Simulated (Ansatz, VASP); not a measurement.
# Two plane-wave programs on Ir

```
Ir
1.0
     0.00000    1.90594    1.90594
     1.90594    0.00000    1.90594
     1.90594    1.90594    0.00000
Ir
1
Direct
  0.00000 0.00000 0.00000
```

Alike in both runs: functional LDA; k mesh 19 × 19 × 19; occupations fermi-dirac, width 0.08 eV; no spin polarisation.

Ansatz relaxed the structure, and its values are those at the end. VASP's run is a single point on that final structure, the one shown.

|  | VASP | Ansatz |
| --- | --- | --- |
| version | VASP 6.6.1 | Ansatz 0.2.0 |
| potentials or method | VASP PAW LDA potentials, release 64 (Ir_sv_GW) | PAW with Ansatz's default frozen-core files, scalar-relativistic |
| plane-wave cutoff (eV) | 560 | 420 |
| valence electrons in the cell | 17 | 17 |

Ansatz gave:

| Item | Value |
| --- | --- |
| pressure (GPa) | 0.0 |

Q: What did VASP give for the same quantities?

A: Pressure (GPa): -0.3.

LDA's correlation is that of Perdew and Zunger in VASP and of Perdew and Wang (1992) in Ansatz.

Neither program's run includes spin-orbit coupling.
